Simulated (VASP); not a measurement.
Crystal: Nd2ScCl2.

```
CELL_PARAMETERS angstrom
4.60937 0.00000 0.00000
-2.30469 3.99184 0.00000
0.00000 0.00000 7.82581
ATOMIC_POSITIONS crystal
Nd 0.33333 0.66667 0.62000
Nd 0.66667 0.33333 0.38000
Sc 0.00000 0.00000 0.00000
Cl 0.33333 0.66667 0.26000
Cl 0.66667 0.33333 0.74000
```

The cell was built from a structure type or drawn by symmetry, and may not be a known phase.

| Item | Value |
| --- | --- |
| Program | VASP 6.6.1 |
| Task | relaxation of cell and atoms |
| Functional | PBE |
| Potentials or basis | VASP PAW PBE potentials, release 64 (Nd_3, Sc_sv, Cl), 4f in core |
| Cutoff | 500 eV |
| k mesh | 6 × 6 × 2 |
| Occupations | gaussian, width 0.1 eV |
| Spin | no spin polarisation |

At the start: pressure 0.7 GPa; volume 28.80 Å³/atom.

**Question.** How do energy, volume and symmetry change on relaxing?

**Answer.** Over 19 steps the energy falls by 180.0 meV/atom and the volume is 29.83 Å³/atom (+3.6 %); space group P-3m1 (No. 164, to 0.1 Å) before and after.

Step by step:
```tsv
step	energy change (eV)	largest force (eV/Å)	pressure (GPa)	volume (Å³)
1	0.0000	2.1538	0.73	143.99
2	-0.3513	1.2799	-0.64	146.74
3	-0.5573	0.6000	-1.43	150.15
4	-0.5506	0.3497	-2.08	157.13
5	-0.6116	0.4485	-1.87	153.73
6	-0.6906	0.3282	0.89	143.27
7	-0.6924	0.3458	0.48	144.60
8	-0.7782	0.3993	0.46	143.06
9	-0.7081	0.6055	2.66	137.43
10	-0.8304	0.3097	0.66	141.49
11	-0.8388	0.0870	1.16	140.00
12	-0.8418	0.1733	0.97	140.49
13	-0.8522	0.2538	-0.78	146.92
14	-0.8565	0.2282	-0.19	144.61
15	-0.8695	0.1870	-0.16	145.37
16	-0.8942	0.0893	-0.05	147.63
17	-0.8961	0.1320	0.02	148.65
18	-0.8926	0.1098	-0.01	149.83
19	-0.9000	0.0370	-0.02	149.15
```

Final structure:
```
Nd Sc Cl
1.0
     4.78245    0.00000    0.00000
    -2.39123    4.14172    0.00000
     0.00000    0.00000    7.53014
Nd Sc Cl
2 1 2
Direct
  0.33333 0.66667 0.67298
  0.66667 0.33333 0.32702
  0.00000 0.00000 0.00000
  0.33333 0.66667 0.29505
  0.66667 0.33333 0.70495
```

Caveat: the k points lie up to 0.42 Å⁻¹ apart in the final cell, too coarse for converged energies and pressures of a metal; an odd number of electrons without spin polarisation forces a metal; a magnetic or distorted state may lie lower; the run has no spin polarisation, though such a crystal can be magnetic.
